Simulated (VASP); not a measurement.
# Pt (Fm-3m) in VASP: notebook, part 3 of 3

VASP 6.6.1. The steps go on from the part before.

## (6) Single point, PBEsol

This run uses another cell than the first one, of 15.05 Å³/atom, 1.471 times its volume.

The input, INCAR:

```
PREC = Accurate ; ENCUT = 520
EDIFF = 1E-6 ; ISMEAR = -1
SIGMA = 0.08 ; LREAL = False
LASPH = True ; NELM = 60
ALGO = Normal ; ISIF = 2
LWAVE = False ; LCHARG = False
GGA = PS ; NBANDS = 11
```

The input, KPOINTS:

```
regular mesh
0
Gamma
  18 18 18
```

The input, POSCAR:

```
Pt
1.0
    0.0000000000      1.9596931354      1.9596931354
    1.9596931354      0.0000000000      1.9596931354
    1.9596931354      1.9596931354      0.0000000000
Pt
1
Direct
    0.0000000000      0.0000000000      0.0000000000
```

Potentials or basis: VASP PAW PBE potentials, release 64 (Pt).

Command:

```console
$ cat potpaw_PBE.64/Pt/POTCAR > POTCAR
$ mpirun -np 1 vasp_std > vasp.out
```

OUTCAR:

```text
PREC = Accurate
   ENCUT = 520
   EDIFF = 1E-6
   ISMEAR = -1
   LREAL = False
   LASPH = True
   NELM = 60
   ISIF = 2
   GGA = PS

 ion  position               nearest neighbor table
   1  0.000  0.000  0.000-

  LATTYP: Found a face centered cubic cell.
 ALAT       =     3.9193862708

  Lattice vectors:

 A1 = (   0.0000000000,   1.9596931354,   1.9596931354)
 A2 = (   1.9596931354,   0.0000000000,   1.9596931354)
 A3 = (   1.9596931354,   1.9596931354,   0.0000000000)

Analysis of symmetry for initial positions (statically):
=====================================================================
 Subroutine PRICEL returns:
 Original cell was already a primitive cell.

 Routine SETGRP: Setting up the symmetry group for a
 face centered cubic supercell.

 Subroutine GETGRP returns: Found 48 space group operations
 (whereof 48 operations were pure point group operations)
 out of a pool of 48 trial point group operations.

The static configuration has the point symmetry O_h .

Analysis of symmetry for dynamics (positions and initial velocities):
=====================================================================
 Subroutine PRICEL returns:
 Original cell was already a primitive cell.

 Routine SETGRP: Setting up the symmetry group for a
 face centered cubic supercell.

 Subroutine GETGRP returns: Found 48 space group operations
 (whereof 48 operations were pure point group operations)
 out of a pool of 48 trial point group operations.

The dynamic configuration has the point symmetry O_h .

 Subroutine INISYM returns: Found 48 space group operations
 (whereof 48 operations are pure point group operations),
 and found     1 'primitive' translations

----------------------------------------------------------------------------------------

                                     Primitive cell

  volume of cell :      15.0520

  direct lattice vectors                    reciprocal lattice vectors
     0.000000000  1.959693135  1.959693135    -0.255141987  0.255141987  0.255141987
     1.959693135  0.000000000  1.959693135     0.255141987 -0.255141987  0.255141987
     1.959693135  1.959693135  0.000000000     0.255141987  0.255141987 -0.255141987

  length of vectors
     2.771424610  2.771424610  2.771424610     0.441918884  0.441918884  0.441918884

  position of ions in fractional coordinates (direct lattice)
     0.000000000  0.000000000  0.000000000

  ion indices of the primitive-cell ions
   primitive index   ion index
                 1           1

----------------------------------------------------------------------------------------

 KPOINTS: regular mesh

Automatic generation of k-mesh.
 Grid dimensions read from file:
 generate k-points for:   18   18   18

 Generating k-lattice:

  Cartesian coordinates                     Fractional coordinates (reciprocal lattice)
    -0.014174555  0.014174555  0.014174555     0.055555556  0.000000000  0.000000000
     0.014174555 -0.014174555  0.014174555     0.000000000  0.055555556  0.000000000
     0.014174555  0.014174555 -0.014174555     0.000000000  0.000000000  0.055555556

  Length of vectors
     0.024551049  0.024551049  0.024551049

  Shift w.r.t. Gamma in fractional coordinates (k-lattice)
     0.000000000  0.000000000  0.000000000

 Subroutine IBZKPT returns following result:
 ===========================================

 Found    195 irreducible k-points:

 Following reciprocal coordinates:
            Coordinates               Weight
  0.000000  0.000000  0.000000      1.000000
  0.055556  0.000000  0.000000      8.000000
  0.111111  0.000000  0.000000      8.000000
  0.166667  0.000000  0.000000      8.000000
  0.222222  0.000000  0.000000      8.000000
  0.277778  0.000000  0.000000      8.000000
[... 16 lines left out ...]
 -0.277778  0.055556  0.000000     24.000000
 -0.222222  0.055556  0.000000     24.000000
 [... further k-points ...]
   k-points           NKPTS =    195   k-points in BZ     NKDIM =    195   number of bands    NBANDS=     11
   number of dos      NEDOS =    301   number of ions     NIONS =      1
   total plane-waves  NPLWV =  13824
   dimension x,y,z NGX =    24 NGY =   24 NGZ =   24
   dimension x,y,z NGXF=    48 NGYF=   48 NGZF=   48
   ions per type =               1
   NGX,Y,Z   is equivalent  to a cutoff of  14.40, 14.40, 14.40 a.u.
   NGXF,Y,Z  is equivalent  to a cutoff of  28.79, 28.79, 28.79 a.u.
 SYSTEM =  unknown system
   PREC   = accura    normal or accurate (medium, high low for compatibility)
   ISTART =      0    job   : 0-new  1-cont  2-samecut
   ICHARG =      2    charge: 1-file 2-atom 10-const
   ISPIN  =      1    spin polarized calculation?
   LNONCOLLINEAR =      F non collinear calculations
   LSORBIT =      F    spin-orbit coupling
   LASPH  =      T    aspherical Exc in radial PAW
   ENCUT  =  520.0 eV  38.22 Ry    6.18 a.u.   5.15  5.15  5.15*2*pi/ulx,y,z
   NELM   =     60;   NELMIN=  2; NELMDL= -5     # of ELM steps
   EDIFF  = 0.1E-05   stopping-criterion for ELM
   LREAL  =      F    real-space projection
   EDIFFG = 0.1E-04   stopping-criterion for IOM
   NSW    =      0    number of steps for IOM
   IBRION =     -1    ionic relax: 0-MD 1-quasi-New 2-CG
   NFREE  =      0    steps in history (QN), initial steepest desc. (CG)
   ISIF   =      2    stress and relaxation
   ISYM   =      2    0-nonsym 1-usesym 2-fastsym
   POTIM  = 0.5000    time-step for ionic-motion
   TEBEG  =    0.0;   TEEND  =   0.0 temperature during run
   PSTRESS=    0.0 pullay stress
   NELECT =      10.0000    total number of electrons
   NUPDOWN=      -1.0000    fix difference up-down
   EMIN   =  10.00;   EMAX   =-10.00  energy-range for DOS
   EFERMI =   0.00;   METHOD = LEGACY
   ISMEAR =    -1;   SIGMA  =   0.08  broadening in eV -4-tet -1-fermi 0-gaus
   EFERMI_NEDOS =   21; number of points for ismear=-14 and -15
   IALGO  =     38    algorithm
   IMIX   =      4    mixing-type and parameters
     AMIX     =   0.40;   BMIX     =  1.00
     AMIX_MAG =   1.60;   BMIX_MAG =  1.00
  volume/ion in A,a.u.               =      15.05       101.58
  Fermi-wavevector in a.u.,A,eV,Ry     =   1.428489  2.699452 27.763770  2.040580
  Thomas-Fermi vector in A             =   2.548545
   LORBIT       =      0    0 simple, 1 ext, 2 COOP (PROOUT), +10 PAW based schemes
   GGA     = PS    functional components
   LHFCALC =     F    Hartree Fock is set to
   AEXX    =    0.0000 exact exchange contribution
   IVDW    =     0    specifies the selected vdW correction
   LEPSILON=     F    determine dielectric tensor
   LRPA    =     F    only Hartree local field effects (RPA)
 non-spin polarized calculation
  energy-cutoff  :      520.00
  volume of cell :       15.05
 maximum number of plane-waves:       419
 NGX is ok and might be reduce to    24
   NGX = 11   NGY = 11   NGZ = 11

 number of electron      10.0000000 magnetization

 Free energy of the ion-electron system (eV)
  ---------------------------------------------------
  ext. energy  EPLUGINS =         0.00000000
  ---------------------------------------------------
  free energy    TOTEN  =        -6.98095590 eV

  energy without entropy =       -6.94250455  energy(sigma->0) =       -6.96173022

 E-fermi :  11.1379     XC(G=0): -13.6398

 val. band max:       11.1358113222   @ k =  -0.3333   0.3889   0.1111
 cond. band min:      11.1477864072   @ k =   0.3889   0.2222   0.0000
 fundamental gap:      0.0119750850
 Fermi energy:        11.1379240363

 k-point     1 :       0.0000    0.0000    0.0000
  band No.  band energies     occupation
      1       0.8157      2.00000
      2       7.3158      2.00000
      3       7.3158      2.00000
      4       7.3158      2.00000
      5       9.5003      2.00000
      6       9.5003      2.00000
      7      25.7532      0.00000
      8      30.7202      0.00000
      9      30.7202      0.00000
     10      30.7202      0.00000
     11      36.0258      0.00000
[... 309 lines left out ...]
 k-point    24 :      -0.2222    0.0556    0.0000
  band No.  band energies     occupation
      1       2.8696      2.00000
      2       6.8126      2.00000
      3       7.7118      2.00000
      4       7.7807      2.00000
      5       9.2995      2.00000
      6       9.9854      2.00000
      7      24.7857      0.00000
      8      27.6679      0.00000
      9      32.1810      0.00000
     10      33.5943      0.00000
     11      34.8511      0.00000

 [... further k-points ...]

------------------------ aborting loop because EDIFF is reached ----------------------------------------

  FORCE on cell =-STRESS in cart. coord.  units (eV):
  Direction    XX          YY          ZZ          XY          YZ          ZX
  --------------------------------------------------------------------------------------
  -------------------------------------------------------------------------------------
  Total       -0.0441687     -0.0441687     -0.0441687      0.0000000      0.0000000      0.0000000
  in kB       -4.7014438     -4.7014438     -4.7014438      0.0000000      0.0000000      0.0000000
  external PRESSURE =      -4.7014438 kB  Pullay stress =       0.0000000 kB

 VOLUME and BASIS-vectors are now :
 -----------------------------------------------------------------------------
  energy-cutoff  :      520.00
  volume of cell :       15.05
      direct lattice vectors                 reciprocal lattice vectors
     0.000000000  1.959693135  1.959693135    -0.255141987  0.255141987  0.255141987
     1.959693135  0.000000000  1.959693135     0.255141987 -0.255141987  0.255141987
     1.959693135  1.959693135  0.000000000     0.255141987  0.255141987 -0.255141987

 POSITION                                       TOTAL-FORCE (eV/Angst)
 -----------------------------------------------------------------------------------
      0.00000      0.00000      0.00000         0.000000      0.000000      0.000000
 -----------------------------------------------------------------------------------
    total drift:                               -0.000000      0.000000     -0.000000

  FREE ENERGIE OF THE ION-ELECTRON SYSTEM (eV)
  ---------------------------------------------------
  free  energy   TOTEN  =        -6.9809558978 eV

  energy  without entropy=       -6.9425045502  energy(sigma->0) =       -6.96173022
```

stdout:

```text
POSCAR found type information on POSCAR Pt
 POSCAR found :  1 types and       1 ions
 scaLAPACK will be used
 -----------------------------------------------------------------------------
|                                                                             |
|                                                                             |
|     You enforced a specific xc type in the INCAR file but a different       |
|     I HOPE YOU KNOW WHAT YOU ARE DOING!                                     |
|                                                                             |
 -----------------------------------------------------------------------------

 LDA part: xc-table for (Slater+PW92), standard interpolation
 POSCAR, INCAR and KPOINTS ok, starting setup
 FFT: planning ... GRIDC
 FFT: planning ... GRID_SOFT
 FFT: planning ... GRID
 WAVECAR not read
 entering main loop
```

Wall time 74 s (1 thread of AMD EPYC 7R13, shared host); peak memory 0.14 GiB.

Results:

| Item | Value |
| --- | --- |
| Free energy | -6.9810 eV |
| Pressure | -0.5 GPa |
| Band gap on the k mesh | zero (band 5 reaches 11.63 eV, above the bottom of band 6 at 9.39 eV) |

Caveat: the PAW data sets were made with another functional, which shifts forces and pressure a little; spin-orbit coupling is left out, which moves the levels of the heavy elements.

## (7) Overview

| cell | gap on the mesh (eV) | pressure (GPa) |
| --- | --- | --- |
| a = 2.437 Å, angles 60.0°, 1 atom | none | 302.9 |
| a = 2.551 Å, angles 60.0°, 1 atom | none | 137.0 |
| a = 2.656 Å, angles 60.0°, 1 atom | none | 51.0 |
| a = 2.771 Å, angles 60.0°, 1 atom | none | -0.5 |

Alike in all rows: task single point; level PBEsol; potentials or basis VASP PAW PBE potentials, release 64 (Pt); no spin polarisation; k mesh 18 × 18 × 18; cutoff (eV) 520; smearing fermi-dirac 0.08 eV.

Caveats: the PAW data sets were made with another functional, which shifts forces and pressure a little; spin-orbit coupling is left out, which moves the levels of the heavy elements.

Absolute energies hang on the potentials; compare differences alone.
